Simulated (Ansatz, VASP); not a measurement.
# Sn2GeTe4: VASP beside Ansatz

```
CELL_PARAMETERS angstrom
7.94113 -2.14499 -0.11233
7.94113 2.14499 -0.11233
-3.20483 0.00000 6.65948
ATOMIC_POSITIONS crystal
Sn 0.25855 0.25855 0.27933
Sn 0.74145 0.74145 0.72067
Ge 0.00000 0.00000 0.00000
Te 0.88510 0.88510 0.55154
Te 0.11490 0.11490 0.44846
Te 0.37838 0.37838 0.03205
Te 0.62162 0.62162 0.96795
```

Alike in both runs: functional PBE; k mesh 4 × 4 × 3; occupations gaussian, width 0.2 eV; no spin polarisation.

Ansatz relaxed the structure, and its values are those at the end. VASP's run is a single point on that final structure, the one shown.

|  | VASP | Ansatz |
| --- | --- | --- |
| version | VASP 6.6.1 | Ansatz 0.2.0 |
| potentials or method | VASP PAW PBE potentials, release 64 (Sn_d, Ge_d, Te), cutoff 520 eV | scalar-relativistic, plane waves, PAW |
| valence electrons in the cell | 66 | 106 |

```tsv
	VASP	Ansatz	Ansatz less VASP
gap on the k mesh at the Fermi level (eV)	none	none	-
pressure (GPa)	0.0	0.0	+0.01
rms of the force components (eV/Å)	0.008	0.007	-0.0014
```

A gap of «none» marks a metal or a gap that the smearing closes. VASP's potentials hold 66 valence electrons a cell and Ansatz's 106, so a difference there can come from the potentials and not from the codes.

The k mesh is coarse, so the values compare programs but aren't converged. Neither program's run includes spin-orbit coupling.
